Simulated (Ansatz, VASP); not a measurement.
## One calculation of Ge, two programs

```
Ge
1.0
    -2.54892    2.70078    1.43695
     2.54892   -2.70078    1.43695
     2.44288    2.60095   -1.43695
Ge
2
Direct
  0.31406 0.06406 0.25000
  0.68594 0.93594 0.75000
```

Alike in both runs: functional PBEsol; k mesh 9 × 9 × 9; occupations fermi-dirac, width 0.05 eV; no spin polarisation.

|  | VASP | Ansatz |
| --- | --- | --- |
| version | VASP 6.6.1 | Ansatz 0.2.0 |
| potentials or method | VASP PAW PBE potentials, release 64 (Ge_d) | Ansatz PAW |
| plane-wave cutoff (eV) | 500 | 420 |
| valence electrons in the cell | 28 | 28 |
| task | single point | band structure |

```csv
,VASP,Ansatz,Ansatz less VASP
gap on the k mesh at the Fermi level (eV),none,none,-
pressure (GPa),-2.5,-2.4,+0.16
"traceless stress, the component that is largest in VASP (GPa)",1.64,1.63,-0.005
rms of the force components (eV/Å),0.020,0.020,-0.0006
```

VASP's potentials were made for PBE, not for PBEsol. Atom by atom the forces differ by 0.001 eV/Å (rms over components). A gap of «none» marks a metal or a gap that the smearing closes. With one functional, cell and mesh, what is left measures potentials, basis and numerics.
